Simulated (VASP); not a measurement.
# Be3S5 (P-62m) in VASP: single point with PBE

Aim: the single point of Be3S5 with PBE.

Everything below comes from runs of VASP 6.6.1. Logs are shortened: lines on timing, memory, paths and dates and some standing lists are left out, and cuts for length are marked.

**1. The cell of the first run**

The structure is hexagonal, space group P-62m (No. 189). The conventional cell has a = 7.200 Å, b = 7.200 Å, c = 3.021 Å, α = 90.00°, β = 90.00°, γ = 120.00°. Within 2.9 Å of Be (site symmetry m2m) lie 2 Be at 2.20 Å and 4 S at 2.21 Å. S (site symmetry -6) has 5 S at 2.74 to 3.02 Å and 6 Be at 3.47 Å within 3.6 Å. Within 2.9 Å of S (site symmetry m2m) lie 4 Be at 2.21 Å and 2 S at 2.74 Å.

**2. Single point, PBE**

File INCAR:

```
PREC = Accurate
ENCUT = 600
EDIFF = 1E-6
ISMEAR = 0
SIGMA = 0.2
LREAL = F
LASPH = T
NELM = 120
ALGO = Normal
ISIF = 2
LWAVE = F
LCHARG = F
GGA = PE
NBANDS = 28
GGA_COMPAT = F
```

File KPOINTS:

```
regular mesh
0
Gamma
  3 3 4
```

File POSCAR:

```
Be3S5
1.0
    7.1999493145      0.0000000031      0.0000000000
   -3.5999746599      6.2353390108      0.0000000000
    0.0000000000      0.0000000000      3.0206296672
Be S
3 5
Direct
    0.0000000000      0.8236810597      0.0000000000
    0.1763189403      0.1763189403      0.0000000000
    0.8236810597      0.0000000000      0.0000000000
    0.6666666667      0.3333333333      0.5000000000
    0.3333333333      0.6666666667      0.5000000000
    0.0000000000      0.2511763425      0.5000000000
    0.2511763425      0.0000000000      0.5000000000
    0.7488236575      0.7488236575      0.5000000000
```

Potentials or basis: VASP PAW PBE potentials, release 64 (Be, S).

Launch:

```sh
cat potpaw_PBE.64/Be/POTCAR potpaw_PBE.64/S/POTCAR > POTCAR
mpirun -np 1 vasp_std > vasp.out
```

OUTCAR:

```text
PREC = Accurate
   ENCUT = 600
   EDIFF = 1E-6
   ISMEAR = 0
   LREAL = F
   LASPH = T
   NELM = 120
   ISIF = 2
   GGA = PE

 ion  position               nearest neighbor table
   1  0.000  0.824  0.000-   3 2.20   2 2.20   8 2.21   8 2.21   7 2.21   7 2.21
   2  0.176  0.176  0.000-   3 2.20   1 2.20   6 2.21   6 2.21   7 2.21   7 2.21
   3  0.824  0.000  0.000-   1 2.20   2 2.20   8 2.21   8 2.21   6 2.21   6 2.21
   4  0.667  0.333  0.500-   6 2.74   7 2.74   8 2.74
   5  0.333  0.667  0.500-   7 2.74   6 2.74   8 2.74
   6  0.000  0.251  0.500-   2 2.21   2 2.21   3 2.21   3 2.21   4 2.74   5 2.74
   7  0.251  0.000  0.500-   2 2.21   2 2.21   1 2.21   1 2.21   5 2.74   4 2.74
   8  0.749  0.749  0.500-   1 2.21   1 2.21   3 2.21   3 2.21   5 2.74   4 2.74

  LATTYP: Found a hexagonal cell.
 ALAT       =     7.1999493145
 C/A-ratio  =     0.4195348516

  Lattice vectors:

 A1 = (   7.1999493145,   0.0000000031,   0.0000000000)
 A2 = (  -3.5999746599,   6.2353390108,   0.0000000000)
 A3 = (   0.0000000000,   0.0000000000,   3.0206296672)

Analysis of symmetry for initial positions (statically):
=====================================================================
 Subroutine PRICEL returns:
 Original cell was already a primitive cell.

 Routine SETGRP: Setting up the symmetry group for a
 hexagonal supercell.

 Subroutine GETGRP returns: Found 12 space group operations
 (whereof 12 operations were pure point group operations)
 out of a pool of 24 trial point group operations.

The static configuration has the point symmetry D_3h.

Analysis of symmetry for dynamics (positions and initial velocities):
=====================================================================
 Subroutine PRICEL returns:
 Original cell was already a primitive cell.

 Routine SETGRP: Setting up the symmetry group for a
 hexagonal supercell.

 Subroutine GETGRP returns: Found 12 space group operations
 (whereof 12 operations were pure point group operations)
 out of a pool of 24 trial point group operations.

The dynamic configuration has the point symmetry D_3h.

 Subroutine INISYM returns: Found 12 space group operations
 (whereof 12 operations are pure point group operations),
 and found     1 'primitive' translations

----------------------------------------------------------------------------------------

                                     Primitive cell

  volume of cell :     135.6085

  direct lattice vectors                    reciprocal lattice vectors
     7.199949315  0.000000003  0.000000000     0.138889867  0.080188102  0.000000000
    -3.599974660  6.235339011  0.000000000    -0.000000000  0.160376204  0.000000000
     0.000000000  0.000000000  3.020629667     0.000000000  0.000000000  0.331056803

  length of vectors
     7.199949315  7.199949315  3.020629667     0.160376204  0.160376204  0.331056803

  position of ions in fractional coordinates (direct lattice)
     0.000000000  0.823681060  0.000000000
     0.176318940  0.176318940  0.000000000
     0.823681060  0.000000000  0.000000000
     0.666666667  0.333333333  0.500000000
     0.333333333  0.666666667  0.500000000
     0.000000000  0.251176343  0.500000000
     0.251176343  0.000000000  0.500000000
     0.748823657  0.748823657  0.500000000

  ion indices of the primitive-cell ions
   primitive index   ion index
                 1           1
                 2           2
                 3           3
                 4           4
                 5           5
                 6           6
                 7           7
                 8           8

----------------------------------------------------------------------------------------

 KPOINTS: regular mesh

Automatic generation of k-mesh.
 Grid dimensions read from file:
 generate k-points for:    3    3    4

 Generating k-lattice:

  Cartesian coordinates                     Fractional coordinates (reciprocal lattice)
     0.046296622  0.026729367  0.000000000     0.333333333  0.000000000  0.000000000
    -0.000000000  0.053458735  0.000000000     0.000000000  0.333333333  0.000000000
     0.000000000  0.000000000  0.082764201     0.000000000  0.000000000  0.250000000

  Length of vectors
     0.053458735  0.053458735  0.082764201

  Shift w.r.t. Gamma in fractional coordinates (k-lattice)
     0.000000000  0.000000000  0.000000000

 Subroutine IBZKPT returns following result:
 ===========================================

 Found      9 irreducible k-points:

 Following reciprocal coordinates:
            Coordinates               Weight
  0.000000  0.000000  0.000000      1.000000
  0.333333  0.000000  0.000000      6.000000
  0.333333  0.333333  0.000000      2.000000
  0.000000  0.000000  0.250000      2.000000
  0.333333  0.000000  0.250000     12.000000
  0.333333  0.333333  0.250000      4.000000
  0.000000  0.000000  0.500000      1.000000
  0.333333  0.000000  0.500000      6.000000
  0.333333  0.333333  0.500000      2.000000
   k-points           NKPTS =      9   k-points in BZ     NKDIM =      9   number of bands    NBANDS=     28
   number of dos      NEDOS =    301   number of ions     NIONS =      8
   total plane-waves  NPLWV =  86400
   dimension x,y,z NGX =    60 NGY =   60 NGZ =   24
   dimension x,y,z NGXF=   120 NGYF=  120 NGZF=   48
   ions per type =               3   5
   NGX,Y,Z   is equivalent  to a cutoff of  13.85, 13.85, 13.21 a.u.
   NGXF,Y,Z  is equivalent  to a cutoff of  27.71, 27.71, 26.42 a.u.
 SYSTEM =  unknown system
   PREC   = accura    normal or accurate (medium, high low for compatibility)
   ISTART =      0    job   : 0-new  1-cont  2-samecut
   ICHARG =      2    charge: 1-file 2-atom 10-const
   ISPIN  =      1    spin polarized calculation?
   LNONCOLLINEAR =      F non collinear calculations
   LSORBIT =      F    spin-orbit coupling
   LASPH  =      T    aspherical Exc in radial PAW
   ENCUT  =  600.0 eV  44.10 Ry    6.64 a.u.  14.38 14.38  6.03*2*pi/ulx,y,z
   NELM   =    120;   NELMIN=  2; NELMDL= -5     # of ELM steps
   EDIFF  = 0.1E-05   stopping-criterion for ELM
   LREAL  =      F    real-space projection
   EDIFFG = 0.1E-04   stopping-criterion for IOM
   NSW    =      0    number of steps for IOM
   IBRION =     -1    ionic relax: 0-MD 1-quasi-New 2-CG
   NFREE  =      0    steps in history (QN), initial steepest desc. (CG)
   ISIF   =      2    stress and relaxation
   ISYM   =      2    0-nonsym 1-usesym 2-fastsym
   POTIM  = 0.5000    time-step for ionic-motion
   TEBEG  =    0.0;   TEEND  =   0.0 temperature during run
   PSTRESS=    0.0 pullay stress
   NELECT =      36.0000    total number of electrons
   NUPDOWN=      -1.0000    fix difference up-down
   EMIN   =  10.00;   EMAX   =-10.00  energy-range for DOS
   EFERMI =   0.00;   METHOD = LEGACY
   ISMEAR =     0;   SIGMA  =   0.20  broadening in eV -4-tet -1-fermi 0-gaus
   EFERMI_NEDOS =   21; number of points for ismear=-14 and -15
   IALGO  =     38    algorithm
   IMIX   =      4    mixing-type and parameters
     AMIX     =   0.40;   BMIX     =  1.00
     AMIX_MAG =   1.60;   BMIX_MAG =  1.00
  volume/ion in A,a.u.               =      16.95       114.39
  Fermi-wavevector in a.u.,A,eV,Ry     =   1.052156  1.988286 15.062079  1.107032
  Thomas-Fermi vector in A             =   2.187227
   LORBIT       =      0    0 simple, 1 ext, 2 COOP (PROOUT), +10 PAW based schemes
   GGA     = PE    functional components
   LHFCALC =     F    Hartree Fock is set to
   AEXX    =    0.0000 exact exchange contribution
   IVDW    =     0    specifies the selected vdW correction
   LEPSILON=     F    determine dielectric tensor
   LRPA    =     F    only Hartree local field effects (RPA)
 non-spin polarized calculation
 Gauss-broadening in eV      SIGMA  =   0.20
  energy-cutoff  :      600.00
  volume of cell :      135.61
 maximum number of plane-waves:      4548
 NGX is ok and might be reduce to    60
   NGX = 29   NGY = 29   NGZ = 13

 number of electron      35.9999999 magnetization

 Free energy of the ion-electron system (eV)
  ---------------------------------------------------
  ext. energy  EPLUGINS =         0.00000000
  ---------------------------------------------------
  free energy    TOTEN  =       -28.67651307 eV

  energy without entropy =      -28.57047286  energy(sigma->0) =      -28.62349297

 E-fermi :   4.5221     XC(G=0):  -9.4374

 val. band max:        4.5071620784   @ k =   0.3333   0.0000   0.0000
 cond. band min:       4.5229987496   @ k =   0.3333   0.0000   0.2500
 fundamental gap:      0.0158366712
 Fermi energy:         4.5220925581

 k-point     1 :       0.0000    0.0000    0.0000
  band No.  band energies     occupation
      1     -10.8517      2.00000
      2      -9.4286      2.00000
      3      -9.4286      2.00000
      4      -7.9062      2.00000
      5      -7.7395      2.00000
      6      -1.9386      2.00000
[... 20 lines left out ...]
     27      10.6860      0.00000
     28      11.3593      0.00000

 k-point     2 :       0.3333    0.0000    0.0000
  band No.  band energies     occupation
      1     -10.7063      2.00000
      2      -9.7186      2.00000
      3      -9.5207      2.00000
      4      -7.8236      2.00000
      5      -7.5111      2.00000
      6      -2.0298      2.00000
[... 20 lines left out ...]
     27      11.4629      0.00000
     28      11.5465      0.00000

 k-point     3 :       0.3333    0.3333    0.0000
  band No.  band energies     occupation
      1     -10.6082      2.00000
      2      -9.7317      2.00000
      3      -9.7317      2.00000
      4      -7.5840      2.00000
      5      -7.5840      2.00000
      6      -2.3389      2.00000
[... 151 lines left out ...]
      3      -7.9850      2.00000
      4      -6.6293      2.00000
      5      -6.2371      2.00000
      6      -3.5628      2.00000
[... 20 lines left out ...]
     27      10.1383      0.00000
     28      10.4893      0.00000

 k-point     9 :       0.3333    0.3333    0.5000
  band No.  band energies     occupation
      1      -9.1282      2.00000
      2      -8.2421      2.00000
      3      -8.2421      2.00000
      4      -6.3329      2.00000
      5      -6.3329      2.00000
      6      -3.5316      2.00000
[... 20 lines left out ...]
     27       9.5653      0.00000
     28      10.5865      0.00000

------------------------ aborting loop because EDIFF is reached ----------------------------------------

  FORCE on cell =-STRESS in cart. coord.  units (eV):
  Direction    XX          YY          ZZ          XY          YZ          ZX
  --------------------------------------------------------------------------------------
  -------------------------------------------------------------------------------------
  Total        0.0603747      0.0603747      0.1014788      0.0000000     -0.0000000      0.0000000
  in kB        0.7133100      0.7133100      1.1989439      0.0000000     -0.0000000      0.0000000
  external PRESSURE =       0.8751880 kB  Pullay stress =       0.0000000 kB

 VOLUME and BASIS-vectors are now :
 -----------------------------------------------------------------------------
  energy-cutoff  :      600.00
  volume of cell :      135.61
      direct lattice vectors                 reciprocal lattice vectors
     7.199949315  0.000000003  0.000000000     0.138889867  0.080188102  0.000000000
    -3.599974660  6.235339011  0.000000000    -0.000000000  0.160376204  0.000000000
     0.000000000  0.000000000  3.020629667     0.000000000  0.000000000  0.331056803

 POSITION                                       TOTAL-FORCE (eV/Angst)
 -----------------------------------------------------------------------------------
     -2.96523      5.13593      0.00000        -0.003111      0.005389     -0.000000
      0.63474      1.09941      0.00000        -0.003111     -0.005389      0.000000
      5.93046      0.00000      0.00000         0.006223      0.000000     -0.000000
      3.59997      2.07845      1.51031        -0.000000     -0.000000      0.000000
     -0.00000      4.15689      1.51031        -0.000000     -0.000000      0.000000
     -0.90423      1.56617      1.51031         0.010141     -0.017564      0.000000
      1.80846      0.00000      1.51031        -0.020282     -0.000000      0.000000
      2.69575      4.66917      1.51031         0.010141      0.017564      0.000000
 -----------------------------------------------------------------------------------
    total drift:                               -0.000000     -0.000000      0.000000

  FREE ENERGIE OF THE ION-ELECTRON SYSTEM (eV)
  ---------------------------------------------------
  free  energy   TOTEN  =       -28.6765130709 eV

  energy  without entropy=      -28.5704728632  energy(sigma->0) =      -28.62349297
```

Run time: 21 s. Hardware: 1 thread of Intel Xeon 6975P-C (Granite Rapids), shared host; peak memory 0.28 GiB.

What came out:

```yaml
Free_energy: -28.6765 eV
Pressure: 0.1 GPa
Largest_force: 0.020 eV/Å
Band_gap_on_the_k_mesh: zero (band 18 reaches 4.76 eV, above the bottom of band 19 at 4.52 eV)
```

Forces in eV/Å, atoms in the order of the input:
```
Be  -0.003  0.005  0.000
Be  -0.003 -0.005  0.000
Be   0.006  0.000  0.000
S    0.000  0.000  0.000
S    0.000  0.000  0.000
S    0.010 -0.018  0.000
S   -0.020  0.000  0.000
S    0.010  0.018  0.000
```

Caveat: the k points lie up to 0.52 Å⁻¹ apart.
